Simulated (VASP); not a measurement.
# BaSb3F (Pm-3m) in VASP: single point with PBE

Aim: the single point of BaSb3F with PBE.

Everything below comes from runs of VASP 6.6.1. Logs are shortened: lines on timing, memory, paths and dates and some standing lists are left out, and cuts for length are marked.

## (1) The cell of the first run

It takes space group Pm-3m (No. 221, cubic). Conventional cell: a = 5.491 Å, b = 5.491 Å, c = 5.491 Å, α = 90.00°, β = 90.00°, γ = 90.00°. Ba (site symmetry m-3m) has 12 Sb at 3.88 Å and 8 F at 4.76 Å within 5.1 Å. Within 3.6 Å of Sb (site symmetry 4/mmm) lie 2 F at 2.75 Å. F (site symmetry m-3m) has 6 Sb at 2.75 Å within 3.6 Å.

## (2) Single point, PBE

INCAR reads:

```
SYSTEM = BaSb3F
  PREC = Accurate
  ENCUT = 520
  EDIFF = 1E-6
  ISMEAR = 0
  SIGMA = 0.1
  LREAL = .FALSE.
  LASPH = .TRUE.
  NELM = 100
  ALGO = Normal
  ISIF = 2
  LWAVE = .FALSE.
  LCHARG = .TRUE.
  GGA = PE
  LELF = .TRUE.
  LVHAR = .TRUE.
  NBANDS = 24
```

KPOINTS reads:

```
regular mesh
0
G
  4 4 4
  0 0 0
```

POSCAR reads:

```
BaSb3F
1.0
    5.4909292000      0.0000000000      0.0000000000
    0.0000000000      5.4909292000      0.0000000000
    0.0000000000      0.0000000000      5.4909292000
Ba Sb F
1 3 1
Direct
    0.0000000000      0.0000000000      0.0000000000
    0.0000000000      0.5000000000      0.5000000000
    0.5000000000      0.0000000000      0.5000000000
    0.5000000000      0.5000000000      0.0000000000
    0.5000000000      0.5000000000      0.5000000000
```

Potentials or basis: VASP PAW PBE potentials, release 64 (Ba_sv, Sb, F).

Started as:

```sh
cat potpaw_PBE.64/Ba_sv/POTCAR potpaw_PBE.64/Sb/POTCAR potpaw_PBE.64/F/POTCAR > POTCAR
mpirun -np 1 vasp_std > vasp.out
```

OUTCAR:

```text
SYSTEM = BaSb3F
   PREC = Accurate
   ENCUT = 520
   EDIFF = 1E-6
   ISMEAR = 0
   LREAL = .FALSE.
   LASPH = .TRUE.
   NELM = 100
   ISIF = 2
   GGA = PE

 ion  position               nearest neighbor table
   1  0.000  0.000  0.000-   2 3.88   3 3.88   4 3.88   2 3.88   3 3.88   2 3.88   4 3.88   2 3.88
                             3 3.88   4 3.88   3 3.88   4 3.88
   2  0.000  0.500  0.500-   5 2.75   5 2.75   1 3.88   1 3.88   1 3.88   1 3.88
   3  0.500  0.000  0.500-   5 2.75   5 2.75   1 3.88   1 3.88   1 3.88   1 3.88
   4  0.500  0.500  0.000-   5 2.75   5 2.75   1 3.88   1 3.88   1 3.88   1 3.88
   5  0.500  0.500  0.500-   2 2.75   3 2.75   4 2.75   4 2.75   3 2.75   2 2.75

  LATTYP: Found a simple cubic cell.
 ALAT       =     5.4909292000

  Lattice vectors:

 A1 = (   5.4909292000,   0.0000000000,   0.0000000000)
 A2 = (   0.0000000000,   5.4909292000,   0.0000000000)
 A3 = (   0.0000000000,   0.0000000000,   5.4909292000)

Analysis of symmetry for initial positions (statically):
=====================================================================
 Subroutine PRICEL returns:
 Original cell was already a primitive cell.

 Routine SETGRP: Setting up the symmetry group for a
 simple cubic supercell.

 Subroutine GETGRP returns: Found 48 space group operations
 (whereof 48 operations were pure point group operations)
 out of a pool of 48 trial point group operations.

The static configuration has the point symmetry O_h .

Analysis of symmetry for dynamics (positions and initial velocities):
=====================================================================
 Subroutine PRICEL returns:
 Original cell was already a primitive cell.

 Routine SETGRP: Setting up the symmetry group for a
 simple cubic supercell.

 Subroutine GETGRP returns: Found 48 space group operations
 (whereof 48 operations were pure point group operations)
 out of a pool of 48 trial point group operations.

The dynamic configuration has the point symmetry O_h .

 Subroutine INISYM returns: Found 48 space group operations
 (whereof 48 operations are pure point group operations),
 and found     1 'primitive' translations

----------------------------------------------------------------------------------------

                                     Primitive cell

  volume of cell :     165.5532

[... 79 lines left out ...]
   EDIFF  = 0.1E-05   stopping-criterion for ELM
   LREAL  =      F    real-space projection
   EDIFFG = 0.1E-04   stopping-criterion for IOM
   NSW    =      0    number of steps for IOM
   IBRION =     -1    ionic relax: 0-MD 1-quasi-New 2-CG
   NFREE  =      0    steps in history (QN), initial steepest desc. (CG)
   ISIF   =      2    stress and relaxation
   ISYM   =      2    0-nonsym 1-usesym 2-fastsym
   POTIM  = 0.5000    time-step for ionic-motion
   TEBEG  =    0.0;   TEEND  =   0.0 temperature during run
   PSTRESS=    0.0 pullay stress
   NELECT =      32.0000    total number of electrons
   NUPDOWN=      -1.0000    fix difference up-down
   EMIN   =  10.00;   EMAX   =-10.00  energy-range for DOS
   EFERMI =   0.00;   METHOD = LEGACY
   ISMEAR =     0;   SIGMA  =   0.10  broadening in eV -4-tet -1-fermi 0-gaus
   EFERMI_NEDOS =   21; number of points for ismear=-14 and -15
   IALGO  =     38    algorithm
   IMIX   =      4    mixing-type and parameters
     AMIX     =   0.40;   BMIX     =  1.00
     AMIX_MAG =   1.60;   BMIX_MAG =  1.00
  volume/ion in A,a.u.               =      33.11       223.44
  Fermi-wavevector in a.u.,A,eV,Ry     =   0.946555  1.788729 12.190351  0.895966
  Thomas-Fermi vector in A             =   2.074563
   LORBIT       =      0    0 simple, 1 ext, 2 COOP (PROOUT), +10 PAW based schemes
   GGA     = PE    functional components
   LHFCALC =     F    Hartree Fock is set to
   AEXX    =    0.0000 exact exchange contribution
   IVDW    =     0    specifies the selected vdW correction
   LEPSILON=     F    determine dielectric tensor
   LRPA    =     F    only Hartree local field effects (RPA)
 non-spin polarized calculation
 Gauss-broadening in eV      SIGMA  =   0.10
  energy-cutoff  :      520.00
  volume of cell :      165.55
 maximum number of plane-waves:      4492
 NGX is ok and might be reduce to    42
   NGX = 21   NGY = 21   NGZ = 21

 number of electron      31.9999996 magnetization

 Free energy of the ion-electron system (eV)
  ---------------------------------------------------
  ext. energy  EPLUGINS =         0.00000000
  ---------------------------------------------------
  free energy    TOTEN  =       -19.10182291 eV

  energy without entropy =      -19.08176919  energy(sigma->0) =      -19.09179605

 E-fermi :   3.7637     XC(G=0):  -8.8055

 val. band max:        3.7473945875   @ k =   0.5000   0.2500   0.2500
 cond. band min:       3.8054951028   @ k =   0.2500   0.2500   0.2500
 fundamental gap:      0.0581005153
 Fermi energy:         3.7636814817

 k-point     1 :       0.0000    0.0000    0.0000
  band No.  band energies     occupation
      1     -23.9647      2.00000
      2     -19.2481      2.00000
      3      -9.1503      2.00000
      4      -9.1503      2.00000
      5      -9.1503      2.00000
      6      -5.6592      2.00000
[... 259 lines left out ...]
     23       7.4717      0.00000
     24       7.4717      0.00000

------------------------ aborting loop because EDIFF is reached ----------------------------------------

  FORCE on cell =-STRESS in cart. coord.  units (eV):
  Direction    XX          YY          ZZ          XY          YZ          ZX
  --------------------------------------------------------------------------------------
  -------------------------------------------------------------------------------------
  Total       -6.1872323     -6.1872323     -6.1872323      0.0000000      0.0000000     -0.0000000
  in kB      -59.8783017    -59.8783017    -59.8783017      0.0000000      0.0000000     -0.0000000
  external PRESSURE =     -59.8783017 kB  Pullay stress =       0.0000000 kB

 VOLUME and BASIS-vectors are now :
 -----------------------------------------------------------------------------
  energy-cutoff  :      520.00
  volume of cell :      165.55
      direct lattice vectors                 reciprocal lattice vectors
     5.490929200  0.000000000  0.000000000     0.182118538  0.000000000  0.000000000
     0.000000000  5.490929200  0.000000000     0.000000000  0.182118538  0.000000000
     0.000000000  0.000000000  5.490929200     0.000000000  0.000000000  0.182118538

 POSITION                                       TOTAL-FORCE (eV/Angst)
 -----------------------------------------------------------------------------------
      0.00000      0.00000      0.00000         0.000000      0.000000      0.000000
      0.00000      2.74546      2.74546         0.000000      0.000000      0.000000
      2.74546      0.00000      2.74546         0.000000      0.000000      0.000000
      2.74546      2.74546      0.00000         0.000000      0.000000      0.000000
      2.74546      2.74546      2.74546         0.000000      0.000000      0.000000
 -----------------------------------------------------------------------------------
    total drift:                                0.000000      0.000000     -0.000000

  FREE ENERGIE OF THE ION-ELECTRON SYSTEM (eV)
  ---------------------------------------------------
  free  energy   TOTEN  =       -19.1018229135 eV

  energy  without entropy=      -19.0817691938  energy(sigma->0) =      -19.09179605
```

OSZICAR:

```text
N       E                     dE             d eps       ncg     rms          rms(c)
DAV:   1     0.214283115930E+03    0.21428E+03   -0.12085E+04   480   0.110E+03
DAV:   2     0.317908043899E+01   -0.21110E+03   -0.20043E+03   608   0.209E+02
DAV:   3    -0.194874783655E+02   -0.22667E+02   -0.22198E+02   592   0.774E+01
DAV:   4    -0.200801887607E+02   -0.59271E+00   -0.59202E+00   672   0.126E+01
DAV:   5    -0.200912564870E+02   -0.11068E-01   -0.11066E-01   624   0.148E+00    0.660E+00
DAV:   6    -0.191686066381E+02    0.92265E+00   -0.38526E+00   512   0.143E+01    0.351E+00
DAV:   7    -0.191163418602E+02    0.52265E-01   -0.85648E-01   544   0.466E+00    0.161E+00
DAV:   8    -0.191032258081E+02    0.13116E-01   -0.13902E-01   600   0.209E+00    0.467E-01
DAV:   9    -0.191019951229E+02    0.12307E-02   -0.19289E-02   600   0.955E-01    0.222E-01
DAV:  10    -0.191019014646E+02    0.93658E-04   -0.59132E-03   616   0.531E-01    0.104E-01
DAV:  11    -0.191018267289E+02    0.74736E-04   -0.99823E-04   616   0.220E-01    0.357E-02
DAV:  12    -0.191018196471E+02    0.70818E-05   -0.13585E-04   576   0.767E-02    0.840E-03
DAV:  13    -0.191018233081E+02   -0.36610E-05   -0.22071E-05   656   0.263E-02    0.750E-03
DAV:  14    -0.191018229135E+02    0.39455E-06   -0.71137E-06   568   0.176E-02
   1 F= -.19101823E+02 E0= -.19091796E+02  d E =-.200537E-01
```

It took 42 s on 1 thread of Intel Xeon Platinum 8488C (Sapphire Rapids), shared host; peak memory 0.27 GiB.

Results:

```
Free energy            : -19.1018 eV
Pressure               : -6.0 GPa
Band gap on the k mesh : zero (band 16 reaches 5.74 eV, above the bottom of band 17 at 3.19 eV)
```

Caveat: spin-orbit coupling is left out, which moves the levels of the heavy elements.
